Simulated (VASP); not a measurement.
# TiO2 (P4_2/mnm) in VASP: single point with r2SCAN

Aim: the single point of TiO2 with r2SCAN.

Everything below comes from runs of VASP 6.6.1. Logs are shortened: lines on timing, memory, paths and dates and some standing lists are left out, and cuts for length are marked.

## (1) The cell of the first run

Symmetry: P4_2/mnm, No. 136, tetragonal system. The conventional cell has a = 4.596 Å, b = 4.596 Å, c = 2.954 Å, α = 90.00°, β = 90.00°, γ = 90.00°. Within 2.6 Å of Ti (site symmetry mmm) lie 6 O at 1.95 to 1.98 Å. Within 2.6 Å of O (site symmetry m2m) lie 3 Ti at 1.95 to 1.98 Å and 1 O at 2.54 Å.

## (2) Single point, r2SCAN

POSCAR

```
TiO2
1.0
    4.5964476744      0.0000000000      0.0000000000
    0.0000000000      4.5964476744      0.0000000000
    0.0000000000      0.0000000000      2.9540545525
Ti O
2 4
Direct
    0.5000000000      0.5000000000      0.0000000000
    0.0000000000      0.0000000000      0.5000000000
    0.6953609350      0.6953609350      0.5000000000
    0.8046390650      0.1953609350      0.0000000000
    0.1953609350      0.8046390650      0.0000000000
    0.3046390650      0.3046390650      0.5000000000
```

INCAR.step1

```
SYSTEM = TiO2
PREC = Accurate ; ENCUT = 520
ISMEAR = 0 ; SIGMA = 0.02
LREAL = .FALSE. ; LASPH = .TRUE.
NELM = 60 ; NBANDS = 33
GGA = PE ; ALGO = Normal
EDIFF = 1E-4 ; LWAVE = .TRUE.
LCHARG = .FALSE.
```

INCAR.step2

```
SYSTEM = TiO2
PREC = Accurate ; ENCUT = 520
EDIFF = 1E-7 ; ISMEAR = 0
SIGMA = 0.02 ; LREAL = .FALSE.
LASPH = .TRUE. ; NELM = 60
ALGO = Normal ; ISIF = 2
LWAVE = .FALSE. ; LCHARG = .TRUE.
METAGGA = R2SCAN ; LMIXTAU = .TRUE.
LELF = .TRUE. ; LVHAR = .TRUE.
NBANDS = 33 ; ISTART = 1
```

KPOINTS

```
regular mesh
0
G
  6 6 10
  0 0 0
```

Potentials or basis: VASP PAW PBE potentials, release 64 (Ti_sv, O).

Started as:

```
$ cat potpaw_PBE.64/Ti_sv/POTCAR potpaw_PBE.64/O/POTCAR > POTCAR
$ cp INCAR.step1 INCAR
$ mpirun -np 1 vasp_std > vasp.out
$ cp INCAR.step2 INCAR
$ mpirun -np 1 vasp_std > vasp.out
```

OUTCAR:

```text
SYSTEM = TiO2
   PREC = Accurate
   ENCUT = 520
   EDIFF = 1E-7
   ISMEAR = 0
   LREAL = .FALSE.
   LASPH = .TRUE.
   NELM = 60
   ISIF = 2
   METAGGA = R2SCAN
   ISTART = 1

 ion  position               nearest neighbor table
   1  0.500  0.500  0.000-   3 1.95   6 1.95   3 1.95   6 1.95   5 1.98   4 1.98
   2  0.000  0.000  0.500-   4 1.95   5 1.95   4 1.95   5 1.95   3 1.98   6 1.98
   3  0.695  0.695  0.500-   1 1.95   1 1.95   2 1.98
   4  0.805  0.195  0.000-   2 1.95   2 1.95   1 1.98
   5  0.195  0.805  0.000-   2 1.95   2 1.95   1 1.98
   6  0.305  0.305  0.500-   1 1.95   1 1.95   2 1.98

  LATTYP: Found a simple tetragonal cell.
 ALAT       =     4.5964476744
 C/A-ratio  =     0.6426820801

  Lattice vectors:

 A1 = (   4.5964476744,   0.0000000000,   0.0000000000)
 A2 = (   0.0000000000,   4.5964476744,   0.0000000000)
 A3 = (   0.0000000000,   0.0000000000,   2.9540545525)

Analysis of symmetry for initial positions (statically):
=====================================================================
 Subroutine PRICEL returns:
 Original cell was already a primitive cell.

 Routine SETGRP: Setting up the symmetry group for a
 simple tetragonal supercell.

 Subroutine GETGRP returns: Found 16 space group operations
 (whereof  8 operations were pure point group operations)
 out of a pool of 16 trial point group operations.

The static configuration has the point symmetry D_2h.
 The point group associated with its full space group is D_4h.

Analysis of symmetry for dynamics (positions and initial velocities):
=====================================================================
 Subroutine PRICEL returns:
 Original cell was already a primitive cell.

 Routine SETGRP: Setting up the symmetry group for a
 simple tetragonal supercell.

 Subroutine GETGRP returns: Found 16 space group operations
 (whereof  8 operations were pure point group operations)
 out of a pool of 16 trial point group operations.

The dynamic configuration has the point symmetry D_2h.
 The point group associated with its full space group is D_4h.

 Subroutine INISYM returns: Found 16 space group operations
 (whereof  8 operations are pure point group operations),
 and found     1 'primitive' translations

----------------------------------------------------------------------------------------

                                     Primitive cell

  volume of cell :      62.4113

[... 100 lines left out ...]
   IBRION =     -1    ionic relax: 0-MD 1-quasi-New 2-CG
   NFREE  =      0    steps in history (QN), initial steepest desc. (CG)
   ISIF   =      2    stress and relaxation
   ISYM   =      2    0-nonsym 1-usesym 2-fastsym
   POTIM  = 0.5000    time-step for ionic-motion
   TEBEG  =    0.0;   TEEND  =   0.0 temperature during run
   PSTRESS=    0.0 pullay stress
   NELECT =      48.0000    total number of electrons
   NUPDOWN=      -1.0000    fix difference up-down
   EMIN   =  10.00;   EMAX   =-10.00  energy-range for DOS
   EFERMI =   0.00;   METHOD = LEGACY
   ISMEAR =     0;   SIGMA  =   0.02  broadening in eV -4-tet -1-fermi 0-gaus
   EFERMI_NEDOS =   21; number of points for ismear=-14 and -15
   IALGO  =     38    algorithm
   IMIX   =      4    mixing-type and parameters
     AMIX     =   0.40;   BMIX     =  1.00
     AMIX_MAG =   1.60;   BMIX_MAG =  1.00
  volume/ion in A,a.u.               =      10.40        70.20
  Fermi-wavevector in a.u.,A,eV,Ry     =   1.499918  2.834434 30.609763  2.249754
  Thomas-Fermi vector in A             =   2.611486
   LORBIT       =      0    0 simple, 1 ext, 2 COOP (PROOUT), +10 PAW based schemes
   METAGGA = R2SCAN    functional components
   LHFCALC =     F    Hartree Fock is set to
   AEXX    =    0.0000 exact exchange contribution
   IVDW    =     0    specifies the selected vdW correction
   LEPSILON=     F    determine dielectric tensor
   LRPA    =     F    only Hartree local field effects (RPA)
 non-spin polarized calculation
 Gauss-broadening in eV      SIGMA  =   0.02
  energy-cutoff  :      520.00
  volume of cell :       62.41
 maximum number of plane-waves:      1720
 NGX is ok and might be reduce to    36
   NGX = 17   NGY = 17   NGZ = 11

 number of electron      48.0000021 magnetization

 Free energy of the ion-electron system (eV)
  ---------------------------------------------------
  ext. energy  EPLUGINS =         0.00000000
  ---------------------------------------------------
  free energy    TOTEN  =       -69.79424682 eV

  energy without entropy =      -69.79424682  energy(sigma->0) =      -69.79424682

 E-fermi :   4.7022     XC(G=0): -12.1568

 val. band max:        4.5443118085   @ k =   0.0000   0.0000   0.0000
 cond. band min:       6.7735402010   @ k =   0.0000   0.0000   0.0000
 fundamental gap:      2.2292283924
 Fermi energy:         4.7021542267

 k-point     1 :       0.0000    0.0000    0.0000
  band No.  band energies     occupation
      1     -54.5984      2.00000
      2     -54.5805      2.00000
      3     -29.8651      2.00000
      4     -29.8651      2.00000
      5     -29.6867      2.00000
      6     -29.6867      2.00000
[... 853 lines left out ...]
     32      10.2075      0.00000
     33      11.4320      0.00000

 [... further k-points ...]

------------------------ aborting loop because EDIFF is reached ----------------------------------------

  FORCE on cell =-STRESS in cart. coord.  units (eV):
  Direction    XX          YY          ZZ          XY          YZ          ZX
  --------------------------------------------------------------------------------------
  -------------------------------------------------------------------------------------
  Total        0.4064908      0.4064908      0.6575043      0.0000000      0.0000000      0.0000000
  in kB       10.4351374     10.4351374     16.8789722      0.0000000      0.0000000      0.0000000
  external PRESSURE =      12.5830823 kB  Pullay stress =       0.0000000 kB

 VOLUME and BASIS-vectors are now :
 -----------------------------------------------------------------------------
  energy-cutoff  :      520.00
  volume of cell :       62.41
      direct lattice vectors                 reciprocal lattice vectors
     4.596447674  0.000000000  0.000000000     0.217559313  0.000000000  0.000000000
     0.000000000  4.596447674  0.000000000     0.000000000  0.217559313  0.000000000
     0.000000000  0.000000000  2.954054553     0.000000000  0.000000000  0.338517784

 POSITION                                       TOTAL-FORCE (eV/Angst)
 -----------------------------------------------------------------------------------
      2.29822      2.29822      0.00000        -0.000000      0.000000     -0.000000
      0.00000      0.00000      1.47703        -0.000000      0.000000     -0.000000
      3.19619      3.19619      1.47703         0.026328      0.026328     -0.000000
      3.69848      0.89797      0.00000        -0.026328      0.026328     -0.000000
      0.89797      3.69848      0.00000         0.026328     -0.026328      0.000000
      1.40026      1.40026      1.47703        -0.026328     -0.026328      0.000000
 -----------------------------------------------------------------------------------
    total drift:                                0.000000      0.000000     -0.000000

  FREE ENERGIE OF THE ION-ELECTRON SYSTEM (eV)
  ---------------------------------------------------
  free  energy   TOTEN  =       -69.7942468178 eV

  energy  without entropy=      -69.7942468178  energy(sigma->0) =      -69.79424682
```

OUTCAR.step1:

```text
SYSTEM = TiO2
   PREC = Accurate
   ENCUT = 520
   ISMEAR = 0
   LREAL = .FALSE.
   LASPH = .TRUE.
   NELM = 60
[... 1103 lines left out ...]
      3.69848      0.89797      0.00000        -0.057449      0.057449     -0.000000
      0.89797      3.69848      0.00000         0.057449     -0.057449     -0.000000
      1.40026      1.40026      1.47703        -0.057449     -0.057449      0.000000
 -----------------------------------------------------------------------------------
    total drift:                                0.000000      0.000000     -0.000000

  FREE ENERGIE OF THE ION-ELECTRON SYSTEM (eV)
  ---------------------------------------------------
  free  energy   TOTEN  =       -53.6449130413 eV

  energy  without entropy=      -53.6449130413  energy(sigma->0) =      -53.64491304
```

OSZICAR.step1:

```text
N       E                     dE             d eps       ncg     rms          rms(c)
DAV:   1     0.666375799082E+03    0.66638E+03   -0.24417E+04  3968   0.174E+03
DAV:   2     0.325271963527E+02   -0.63385E+03   -0.58729E+03  4285   0.521E+02
DAV:   3    -0.649577519736E+02   -0.97485E+02   -0.94723E+02  5471   0.192E+02
DAV:   4    -0.708439695082E+02   -0.58862E+01   -0.58723E+01  5791   0.445E+01
DAV:   5    -0.711163588135E+02   -0.27239E+00   -0.27235E+00  5363   0.763E+00    0.315E+01
DAV:   6    -0.539468239678E+02    0.17170E+02   -0.74828E+01  5173   0.886E+01    0.110E+01
DAV:   7    -0.539166032704E+02    0.30221E-01   -0.13362E+01  4947   0.329E+01    0.924E+00
DAV:   8    -0.538113423399E+02    0.10526E+00   -0.47164E-01  4879   0.506E+00    0.755E+00
DAV:   9    -0.538142265226E+02   -0.28842E-02   -0.13800E+00  5088   0.139E+01    0.367E+00
DAV:  10    -0.536522604257E+02    0.16197E+00   -0.69970E-01  4961   0.818E+00    0.806E-01
DAV:  11    -0.536463759859E+02    0.58844E-02   -0.31066E-02  4656   0.142E+00    0.503E-01
DAV:  12    -0.536456481077E+02    0.72788E-03   -0.75934E-03  4453   0.964E-01    0.223E-01
DAV:  13    -0.536449173226E+02    0.73079E-03   -0.16554E-03  5032   0.360E-01    0.634E-02
DAV:  14    -0.536449130413E+02    0.42814E-05   -0.72742E-05  2540   0.771E-02
   1 F= -.53644913E+02 E0= -.53644913E+02  d E =-.201368E-77
```

It took 3.1 min on 1 thread of Intel Xeon 6975P-C (Granite Rapids), shared host; peak memory 0.24 GiB.

What came out:

| Quantity | Value |
| --- | --- |
| Free energy | -69.7942 eV |
| Pressure | 1.3 GPa |
| Largest force | 0.037 eV/Å |
| Band gap on the k mesh | 2.23 eV |

Forces in eV/Å, atoms in the order of the input:
```
Ti   0.000  0.000  0.000
Ti   0.000  0.000  0.000
O    0.026  0.026  0.000
O   -0.026  0.026  0.000
O    0.026 -0.026  0.000
O   -0.026 -0.026  0.000
```

Levels at points of the mesh, in eV from the valence-band top:
```
           k point  band 22  band 23  band 24  band 25  band 26  band 27
(0.00, 0.00, 0.00)    -0.49    -0.49     0.00     2.23     2.55     2.79
(0.50, 0.00, 0.00)    -1.70    -0.77    -0.77     2.92     2.92     3.41
(0.50, 0.50, 0.00)    -1.38    -1.13    -1.13     2.27     2.27     2.90
(0.00, 0.00, 0.50)    -2.40    -1.48    -1.48     3.33     3.33     3.59
(0.50, 0.00, 0.50)    -2.08    -1.09    -1.09     2.29     2.29     3.62
(0.50, 0.50, 0.50)    -1.32    -0.72    -0.72     2.97     2.97     3.60
```

Caveat: the PAW data sets were made with another functional, which shifts forces and pressure a little.
